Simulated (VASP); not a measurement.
Ti, 3 atoms in the cell. Symmetry: P6/mmm, No. 191, hexagonal system. The conventional cell has a = 4.470 Å, b = 4.470 Å, c = 2.816 Å, α = 90.00°, β = 90.00°, γ = 120.00°. Within 3.7 Å of Ti (site symmetry 6/mmm) lie 14 Ti at 2.82 to 2.94 Å. Within 3.4 Å of Ti (site symmetry -6m2) lie 11 Ti at 2.58 to 2.94 Å. This isn't the form of Ti at room conditions, which is hcp. This cell differs from its parent crystal: biaxial strain in the a-b plane: -1.0 %.

```yaml
Program: VASP 6.6.1
Task: single point
Functional: PBEsol
Potentials_or_basis: VASP PAW PBE potentials, release 64 (Ti_sv)
Cutoff: 550 eV
k_mesh: 12 × 12 × 18
Occupations: gaussian, width 0.1 eV
Spin: no spin polarisation
Dipole_correction: no
Second_try: not_converged
Further_INCAR_settings: ALGO = All; EDIFF = 1e-06; NBANDS = 25
```

Potentials or basis: VASP PAW PBE potentials, release 64 (Ti_sv).

Command:

```bash
$ cat potpaw_PBE.64/Ti_sv/POTCAR > POTCAR
$ mpirun -np 4 vasp_std > vasp.out
```

Hardware: 4 MPI ranks on Intel(R) Xeon(R) Platinum 8488C (Sapphire Rapids), with other jobs on the host.

**Question.** Estimate the wall time of this run.

**Answer.** Wall time 100 s on 4 MPI ranks on Intel(R) Xeon(R) Platinum 8488C (Sapphire Rapids) (shared host), peak memory 0.52 GiB a rank. Counts: scf iterations 28, k points 190.
